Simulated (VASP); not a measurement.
# Pt (P6/mmm) in VASP: notebook

Pt is run at these levels: PBE; tasks: single point, relaxation of cell and atoms.

Everything below comes from runs of VASP 6.6.1. Logs are shortened: lines on timing, memory, paths and dates and some standing lists are left out, and cuts for length are marked.

## (1) The cell of the first run

It takes space group P6/mmm (No. 191, hexagonal). The conventional cell has a = 4.252 Å, b = 4.252 Å, c = 5.771 Å, α = 90.00°, β = 90.00°, γ = 120.00°. Within 3.8 Å of Pt (site symmetry 6/mmm) lie 14 Pt at 2.89 to 2.99 Å. Pt (site symmetry 3m) has 10 Pt at 2.35 to 2.99 Å within 3.1 Å. Within 3.6 Å of Pt (site symmetry 6/mmm) lie 14 Pt at 2.72 to 2.89 Å.

This isn't the form of Pt at room conditions, which is fcc.

## (2) Single point, PBE

The input, INCAR:

```
PREC     = Accurate       # precision mode
ENCUT    = 520            # plane-wave cutoff, eV
EDIFF    = 1E-6           # SCF threshold, eV
ISMEAR   = 0              # smearing method
SIGMA    = 0.1            # smearing width, eV
LREAL    = False          # projectors in reciprocal space
LASPH    = True           # aspherical terms in the spheres
NELM     = 60             # most SCF steps
ALGO     = Normal         # electronic algorithm
ISIF     = 2              # what is computed and relaxed
LWAVE    = False          # write WAVECAR
LCHARG   = True           # write CHGCAR
GGA      = PE             # functional
LELF     = True           # ELF
LVHAR    = True         
NBANDS   = 39             # bands
```

The input, KPOINTS:

```
Automatic mesh
0
Gamma
  6 6 4
```

The input, POSCAR:

```
Pt
1.0
    4.2515056400      0.0000000000      0.0000000000
   -2.1257528200      3.6819118900      0.0000000000
    0.0000000000      0.0000000000      5.7712096200
Pt
6
Direct
    0.0000000000      0.0000000000      0.5000000000
    0.6666666700      0.3333333300      0.7959949400
    0.0000000000      0.0000000000      0.0000000000
    0.6666666700      0.3333333300      0.2040050600
    0.3333333300      0.6666666700      0.2040050600
    0.3333333300      0.6666666700      0.7959949400
```

Potentials or basis: VASP PAW PBE potentials, release 64 (Pt).

Run with:

```
$ cat potpaw_PBE.64/Pt/POTCAR > POTCAR
$ mpirun -np 1 vasp_std > vasp.out
```

OUTCAR:

```text
PREC = Accurate
   ENCUT = 520
   EDIFF = 1E-6
   ISMEAR = 0
   LREAL = False
   LASPH = True
   NELM = 60
   ISIF = 2
   GGA = PE

 ion  position               nearest neighbor table
   1  0.000  0.000  0.500-   3 2.89   3 2.89   4 2.99   5 2.99   6 2.99   2 2.99   2 2.99   4 2.99
                             5 2.99   6 2.99   2 2.99   4 2.99   5 2.99   6 2.99
   2  0.667  0.333  0.796-   4 2.35   6 2.45   6 2.45   6 2.45   3 2.72   3 2.72   3 2.72   1 2.99
                             1 2.99   1 2.99   5 3.40   5 3.40   5 3.40   4 3.42
   3  0.000  0.000  0.000-   2 2.72   4 2.72   5 2.72   6 2.72   2 2.72   4 2.72   5 2.72   6 2.72
                             2 2.72   4 2.72   5 2.72   6 2.72   1 2.89   1 2.89
   4  0.667  0.333  0.204-   2 2.35   5 2.45   5 2.45   5 2.45   3 2.72   3 2.72   3 2.72   1 2.99
                             1 2.99   1 2.99   6 3.40   6 3.40   6 3.40   2 3.42
   5  0.333  0.667  0.204-   6 2.35   4 2.45   4 2.45   4 2.45   3 2.72   3 2.72   3 2.72   1 2.99
                             1 2.99   1 2.99   2 3.40   2 3.40   2 3.40   6 3.42
   6  0.333  0.667  0.796-   5 2.35   2 2.45   2 2.45   2 2.45   3 2.72   3 2.72   3 2.72   1 2.99
                             1 2.99   1 2.99   4 3.40   4 3.40   4 3.40   5 3.42

  LATTYP: Found a hexagonal cell.
 ALAT       =     4.2515056400
 C/A-ratio  =     1.3574507736

  Lattice vectors:

 A1 = (   4.2515056400,   0.0000000000,   0.0000000000)
 A2 = (  -2.1257528200,   3.6819118900,   0.0000000000)
 A3 = (   0.0000000000,   0.0000000000,   5.7712096200)

Analysis of symmetry for initial positions (statically):
=====================================================================
 Subroutine PRICEL returns:
 Original cell was already a primitive cell.

 Routine SETGRP: Setting up the symmetry group for a
 hexagonal supercell.

 Subroutine GETGRP returns: Found 24 space group operations
 (whereof 24 operations were pure point group operations)
 out of a pool of 24 trial point group operations.

The static configuration has the point symmetry D_6h.

Analysis of symmetry for dynamics (positions and initial velocities):
=====================================================================
 Subroutine PRICEL returns:
 Original cell was already a primitive cell.

 Routine SETGRP: Setting up the symmetry group for a
 hexagonal supercell.

 Subroutine GETGRP returns: Found 24 space group operations
 (whereof 24 operations were pure point group operations)
 out of a pool of 24 trial point group operations.

The dynamic configuration has the point symmetry D_6h.

 Subroutine INISYM returns: Found 24 space group operations
 (whereof 24 operations are pure point group operations),
 and found     1 'primitive' translations

----------------------------------------------------------------------------------------

                                     Primitive cell

  volume of cell :      90.3406

  direct lattice vectors                    reciprocal lattice vectors
     4.251505640  0.000000000  0.000000000     0.235210790  0.135799013  0.000000000
    -2.125752820  3.681911890  0.000000000     0.000000000  0.271598026  0.000000000
     0.000000000  0.000000000  5.771209620     0.000000000  0.000000000  0.173273900

  length of vectors
     4.251505640  4.251505641  5.771209620     0.271598026  0.271598026  0.173273900

  position of ions in fractional coordinates (direct lattice)
     0.000000000  0.000000000  0.500000000
     0.666666670  0.333333330  0.795994940
     0.000000000  0.000000000  0.000000000
     0.666666670  0.333333330  0.204005060
     0.333333330  0.666666670  0.204005060
     0.333333330  0.666666670  0.795994940

  ion indices of the primitive-cell ions
   primitive index   ion index
                 1           1
                 2           2
                 3           3
                 4           4
                 5           5
                 6           6

----------------------------------------------------------------------------------------

 KPOINTS: Automatic mesh

Automatic generation of k-mesh.
 Grid dimensions read from file:
 generate k-points for:    6    6    4

 Generating k-lattice:

  Cartesian coordinates                     Fractional coordinates (reciprocal lattice)
     0.039201798  0.022633169  0.000000000     0.166666667  0.000000000  0.000000000
     0.000000000  0.045266338  0.000000000     0.000000000  0.166666667  0.000000000
     0.000000000  0.000000000  0.043318475     0.000000000  0.000000000  0.250000000

  Length of vectors
     0.045266338  0.045266338  0.043318475

  Shift w.r.t. Gamma in fractional coordinates (k-lattice)
     0.000000000  0.000000000  0.000000000

 Subroutine IBZKPT returns following result:
 ===========================================

 Found     21 irreducible k-points:

 Following reciprocal coordinates:
            Coordinates               Weight
  0.000000  0.000000  0.000000      1.000000
  0.166667  0.000000  0.000000      6.000000
  0.333333  0.000000  0.000000      6.000000
  0.500000 -0.000000  0.000000      3.000000
  0.166667  0.166667  0.000000      6.000000
  0.333333  0.166667  0.000000     12.000000
[... 13 lines left out ...]
  0.333333  0.166667  0.500000     12.000000
  0.333333  0.333333  0.500000      2.000000
   k-points           NKPTS =     21   k-points in BZ     NKDIM =     21   number of bands    NBANDS=     39
   number of dos      NEDOS =    301   number of ions     NIONS =      6
   total plane-waves  NPLWV =  49152
   dimension x,y,z NGX =    32 NGY =   32 NGZ =   48
   dimension x,y,z NGXF=    64 NGYF=   64 NGZF=   96
   ions per type =               6
   NGX,Y,Z   is equivalent  to a cutoff of  12.51, 12.51, 13.83 a.u.
   NGXF,Y,Z  is equivalent  to a cutoff of  25.03, 25.03, 27.65 a.u.
 SYSTEM =  unknown system
   PREC   = accura    normal or accurate (medium, high low for compatibility)
   ISTART =      0    job   : 0-new  1-cont  2-samecut
   ICHARG =      2    charge: 1-file 2-atom 10-const
   ISPIN  =      1    spin polarized calculation?
   LNONCOLLINEAR =      F non collinear calculations
   LSORBIT =      F    spin-orbit coupling
   LASPH  =      T    aspherical Exc in radial PAW
   ENCUT  =  520.0 eV  38.22 Ry    6.18 a.u.   7.90  7.90 10.73*2*pi/ulx,y,z
   NELM   =     60;   NELMIN=  2; NELMDL= -5     # of ELM steps
   EDIFF  = 0.1E-05   stopping-criterion for ELM
   LREAL  =      F    real-space projection
   EDIFFG = 0.1E-04   stopping-criterion for IOM
   NSW    =      0    number of steps for IOM
   IBRION =     -1    ionic relax: 0-MD 1-quasi-New 2-CG
   NFREE  =      0    steps in history (QN), initial steepest desc. (CG)
   ISIF   =      2    stress and relaxation
   ISYM   =      2    0-nonsym 1-usesym 2-fastsym
   POTIM  = 0.5000    time-step for ionic-motion
   TEBEG  =    0.0;   TEEND  =   0.0 temperature during run
   PSTRESS=    0.0 pullay stress
   NELECT =      60.0000    total number of electrons
   NUPDOWN=      -1.0000    fix difference up-down
   EMIN   =  10.00;   EMAX   =-10.00  energy-range for DOS
   EFERMI =   0.00;   METHOD = LEGACY
   ISMEAR =     0;   SIGMA  =   0.10  broadening in eV -4-tet -1-fermi 0-gaus
   EFERMI_NEDOS =   21; number of points for ismear=-14 and -15
   IALGO  =     38    algorithm
   IMIX   =      4    mixing-type and parameters
     AMIX     =   0.40;   BMIX     =  1.00
     AMIX_MAG =   1.60;   BMIX_MAG =  1.00
  volume/ion in A,a.u.               =      15.06       101.61
  Fermi-wavevector in a.u.,A,eV,Ry     =   1.428338  2.699167 27.757909  2.040149
  Thomas-Fermi vector in A             =   2.548410
   LORBIT       =      0    0 simple, 1 ext, 2 COOP (PROOUT), +10 PAW based schemes
   GGA     = PE    functional components
   LHFCALC =     F    Hartree Fock is set to
   AEXX    =    0.0000 exact exchange contribution
   IVDW    =     0    specifies the selected vdW correction
   LEPSILON=     F    determine dielectric tensor
   LRPA    =     F    only Hartree local field effects (RPA)
 non-spin polarized calculation
 Gauss-broadening in eV      SIGMA  =   0.10
  energy-cutoff  :      520.00
  volume of cell :       90.34
 maximum number of plane-waves:      2448
 NGX is ok and might be reduce to    32

 number of electron      60.0000002 magnetization

 Free energy of the ion-electron system (eV)
  ---------------------------------------------------
  ext. energy  EPLUGINS =         0.00000000
  ---------------------------------------------------
  free energy    TOTEN  =       -32.18608500 eV

  energy without entropy =      -32.12726242  energy(sigma->0) =      -32.15667371

 E-fermi :  11.4862     XC(G=0): -13.3873

 val. band max:       11.4838917977   @ k =   0.3333   0.1667   0.2500
 cond. band min:      11.4912114772   @ k =   0.3333   0.0000   0.5000
 fundamental gap:      0.0073196796
 Fermi energy:        11.4861854797

 k-point     1 :       0.0000    0.0000    0.0000
  band No.  band energies     occupation
      1       0.7284      2.00000
      2       3.8610      2.00000
      3       3.8610      2.00000
      4       4.2194      2.00000
      5       4.2439      2.00000
      6       5.1636      2.00000
[... 31 lines left out ...]
     38      19.7983      0.00000
     39      19.8691      0.00000

 k-point     2 :       0.1667    0.0000    0.0000
  band No.  band energies     occupation
      1       1.1574      2.00000
      2       3.9370      2.00000
      3       3.9670      2.00000
      4       3.9795      2.00000
      5       4.4030      2.00000
      6       5.2008      2.00000
[... 31 lines left out ...]
     38      19.2336      0.00000
     39      19.7774      0.00000

 k-point     3 :       0.3333    0.0000    0.0000
  band No.  band energies     occupation
      1       2.2923      2.00000
      2       3.7783      2.00000
      3       4.0244      2.00000
      4       4.2268      2.00000
      5       4.2936      2.00000
      6       4.8226      2.00000
[... 706 lines left out ...]
 k-point    20 :       0.3333    0.1667    0.5000
  band No.  band energies     occupation
      1       3.1692      2.00000
      2       3.8529      2.00000
      3       4.1514      2.00000
      4       4.5239      2.00000
      5       4.5371      2.00000
      6       4.8380      2.00000
[... 31 lines left out ...]
     38      19.4198      0.00000
     39      21.0041      0.00000

 k-point    21 :       0.3333    0.3333    0.5000
  band No.  band energies     occupation
      1       3.1944      2.00000
      2       4.0925      2.00000
      3       4.0925      2.00000
      4       4.2553      2.00000
      5       4.6169      2.00000
      6       5.5202      2.00000
[... 31 lines left out ...]
     38      21.1553      0.00000
     39      21.3044      0.00000

------------------------ aborting loop because EDIFF is reached ----------------------------------------

  FORCE on cell =-STRESS in cart. coord.  units (eV):
  Direction    XX          YY          ZZ          XY          YZ          ZX
  --------------------------------------------------------------------------------------
  -------------------------------------------------------------------------------------
  Total       25.9880563     25.9880563     19.7706021     -0.0000000      0.0000000      0.0000000
  in kB      460.8943476    460.8943479    350.6287138     -0.0000000      0.0000000      0.0000000
  external PRESSURE =     424.1391364 kB  Pullay stress =       0.0000000 kB

 VOLUME and BASIS-vectors are now :
 -----------------------------------------------------------------------------
  energy-cutoff  :      520.00
  volume of cell :       90.34
      direct lattice vectors                 reciprocal lattice vectors
     4.251505640  0.000000000  0.000000000     0.235210790  0.135799013  0.000000000
    -2.125752820  3.681911890  0.000000000     0.000000000  0.271598026  0.000000000
     0.000000000  0.000000000  5.771209620     0.000000000  0.000000000  0.173273900

 POSITION                                       TOTAL-FORCE (eV/Angst)
 -----------------------------------------------------------------------------------
      0.00000      0.00000      2.88560        -0.000000      0.000000     -0.000000
      2.12575      1.22730      4.59385         0.000000      0.000000     -5.537713
      0.00000      0.00000      0.00000        -0.000000      0.000000     -0.000000
      2.12575      1.22730      1.17736         0.000000      0.000000      5.537713
     -0.00000      2.45461      1.17736        -0.000000     -0.000000      5.537713
     -0.00000      2.45461      4.59385        -0.000000     -0.000000     -5.537713
 -----------------------------------------------------------------------------------
    total drift:                               -0.000000      0.000000      0.000000

  FREE ENERGIE OF THE ION-ELECTRON SYSTEM (eV)
  ---------------------------------------------------
  free  energy   TOTEN  =       -32.1860849972 eV

  energy  without entropy=      -32.1272624182  energy(sigma->0) =      -32.15667371
```

It took 49 s on 1 thread of Intel Xeon Platinum 8488C (Sapphire Rapids), shared host; peak memory 0.23 GiB.

What came out:

| Property | Result |
| --- | --- |
| Free energy | -32.1861 eV |
| Pressure | 42.4 GPa |
| Largest force | 5.538 eV/Å |
| Band gap on the k mesh | zero (bands 30 and 31 overlap by 0.61 eV) |

Forces on the atoms (eV/Å):
```
Pt   0.000  0.000  0.000
Pt   0.000  0.000 -5.538
Pt   0.000  0.000  0.000
Pt   0.000  0.000  5.538
Pt   0.000  0.000  5.538
Pt   0.000  0.000 -5.538
```

Stress tensor (GPa, compression positive):
```
46.09  0.00  0.00
 0.00 46.09  0.00
 0.00  0.00 35.06
```

Caveat: the cell stands under pressure; spin-orbit coupling is left out, which moves the levels of the heavy elements; forces of over 1 eV/Å act on the atoms, so gaps and moduli don't describe the material at rest.

## (3) Single point, PBE

This run uses another cell than the first one: it holds 3 atoms, not 6.

The input, INCAR:

```
PREC = Accurate
ENCUT = 520
EDIFF = 1E-7
ISMEAR = 0
SIGMA = 0.1
LREAL = False
LASPH = True
NELM = 60
ALGO = Fast
ISIF = 2
LWAVE = False
LCHARG = False
GGA = PE
NBANDS = 22
```

The input, KPOINTS:

```
regular mesh
0
Gamma
  12 12 16
```

The input, POSCAR:

```
Pt
1.0
    4.5289268159      0.0000000000      0.0000000000
   -2.2644634079      3.9221656745      0.0000000000
    0.0000000000      0.0000000000      2.7062839625
Pt
3
Direct
    0.0000000000      0.0000000000      0.0000000000
    0.6666666667      0.3333333333      0.5000000000
    0.3333333333      0.6666666667      0.5000000000
```

Potentials or basis: VASP PAW PBE potentials, release 64 (Pt).

Run with:

```
$ cat potpaw_PBE.64/Pt/POTCAR > POTCAR
$ mpirun -np 1 vasp_std > vasp.out
```

Run time: 1.7 min. Hardware: 1 thread of Intel Xeon Platinum 8488C (Sapphire Rapids), shared host; peak memory 0.26 GiB.

It converged, with:

| Quantity | Value |
| --- | --- |
| Free energy | -17.8639 eV |
| Pressure | -0.5 GPa |
| Band gap on the k mesh | zero (bands 15 and 16 overlap by 1.37 eV) |

Levels at points of the mesh, in eV from the Fermi level:
| k point | band 12 | band 13 | band 14 | band 15 | band 16 | band 17 | band 18 | band 19 |
| --- | --- | --- | --- | --- | --- | --- | --- | --- |
| (0.00, 0.00, 0.00) | -1.90 | -1.77 | -1.77 | 0.33 | 0.33 | 4.93 | 5.89 | 7.24 |
| (0.50, 0.00, 0.00) | -0.90 | -0.32 | -0.29 | -0.27 | -0.24 | 0.10 | 0.36 | 5.79 |
| (0.00, 0.00, 0.50) | -0.51 | -0.14 | -0.14 | 1.13 | 2.28 | 2.68 | 7.85 | 8.45 |
| (0.50, 0.00, 0.50) | -0.87 | -0.40 | 0.13 | 0.70 | 2.05 | 2.70 | 5.43 | 5.47 |

Caveat: spin-orbit coupling is left out, which moves the levels of the heavy elements.

## (4) Relaxation of cell and atoms, PBE

This run uses another cell than the first one: it holds 3 atoms, not 6.

The input, INCAR:

```
PREC = Accurate ; ENCUT = 600
EDIFF = 1E-6 ; ISMEAR = 0
SIGMA = 0.1 ; LREAL = False
LASPH = True ; NELM = 60
ALGO = Fast ; ISIF = 3
LWAVE = False ; LCHARG = False
GGA = PE ; IBRION = 2
NSW = 100 ; EDIFFG = -0.01
```

The input, KPOINTS:

```
Automatic mesh
0
Gamma
  12 12 16
```

The input, POSCAR:

```
Pt
1.0
    4.5212125831      0.0000000000      0.0000000000
   -2.2606062915      3.9154849529      0.0000000000
    0.0000000000      0.0000000000      2.7198653448
Pt
3
Direct
    0.0000000000      0.0000000000      0.0000000000
    0.6666666667      0.3333333333      0.5000000000
    0.3333333333      0.6666666667      0.5000000000
```

Run with:

```
$ cat potpaw_PBE.64/Pt/POTCAR > POTCAR
$ mpirun -np 1 vasp_std > vasp.out
```

Run time: 4.9 min. Hardware: 1 thread of Intel Xeon Platinum 8488C (Sapphire Rapids), shared host; peak memory 0.3 GiB.

Results (log left out):

```yaml
Free_energy: -17.8640 eV
Relaxed_volume: 16.00 Å³/atom
Relaxed_cell: a = 4.527 Å, b = 4.527 Å, c = 2.705 Å, α = 90.00°, β = 90.00°, γ = 120.00°
Space_group_after_relaxing_to_0.1_Å: P6/mmm (No. 191)
Energy_gained_by_relaxing: 0.6 meV/atom
Ionic_steps: 5
Pressure_after_relaxing: 0.0 GPa
Band_gap_on_the_k_mesh: zero (bands 15 and 16 overlap by 1.37 eV)
```

Step by step:
| step | energy change (eV) | largest force (eV/Å) | pressure (GPa) | volume (Å³) |
| --- | --- | --- | --- | --- |
| 1 | 0.0000 | 0.0000 | -0.78 | 48.15 |
| 2 | 0.0009 | 0.0000 | 1.95 | 47.61 |
| 3 | -0.0016 | 0.0000 | 0.40 | 47.91 |
| 4 | -0.0016 | 0.0000 | -0.39 | 48.08 |
| 5 | -0.0018 | 0.0000 | 0.02 | 47.99 |

Final structure:
```
Pt
1.0
     4.52663    0.00000    0.00000
    -2.26332    3.92018    0.00000
     0.00000    0.00000    2.70464
Pt
3
Direct
  0.00000 0.00000 0.00000
  0.66667 0.33333 0.50000
  0.33333 0.66667 0.50000
```

Levels at points of the mesh, in eV from the Fermi level:
```tsv
k point	band 13	band 14	band 15	band 16	band 17	band 18
(0.00, 0.00, 0.00)	-1.78	-1.78	0.33	0.33	4.94	5.90
(0.50, 0.00, 0.00)	-0.32	-0.29	-0.27	-0.24	0.09	0.37
(0.00, 0.00, 0.50)	-0.14	-0.14	1.13	2.29	2.69	7.85
(0.50, 0.00, 0.50)	-0.40	0.14	0.70	2.05	2.71	5.44
```

Caveat: spin-orbit coupling is left out, which moves the levels of the heavy elements.

## (5) The runs side by side

| task | cell | k mesh | cutoff (eV) | gap on the mesh (eV) | pressure (GPa) |
| --- | --- | --- | --- | --- | --- |
| single point | a = 4.252, b = 4.252, c = 5.771 Å, angles 90.0, 90.0, 120.0°, 6 atoms, atomic positions A | 6 × 6 × 4 | 520 | none | 42.4 |
| single point | a = 4.529, b = 4.529, c = 2.706 Å, angles 90.0, 90.0, 120.0°, 3 atoms, atomic positions B | 12 × 12 × 16 | 520 | none | -0.5 |
| relaxation of cell and atoms | relaxed from a = 4.521, b = 4.521, c = 2.720 Å, angles 90.0, 90.0, 120.0°, 3 atoms, atomic positions B | 12 × 12 × 16 | 600 | none | 0.0 |

Alike in all rows: level PBE; potentials or basis VASP PAW PBE potentials, release 64 (Pt); no spin polarisation; smearing gaussian 0.1 eV.

Caveats: spin-orbit coupling is left out, which moves the levels of the heavy elements; the cell stands under pressure (at least some runs); forces of over 1 eV/Å act on the atoms, so gaps and moduli don't describe the material at rest (at least some runs).

Total energies depend on the potentials used, so only differences within one code and one set of settings carry meaning.
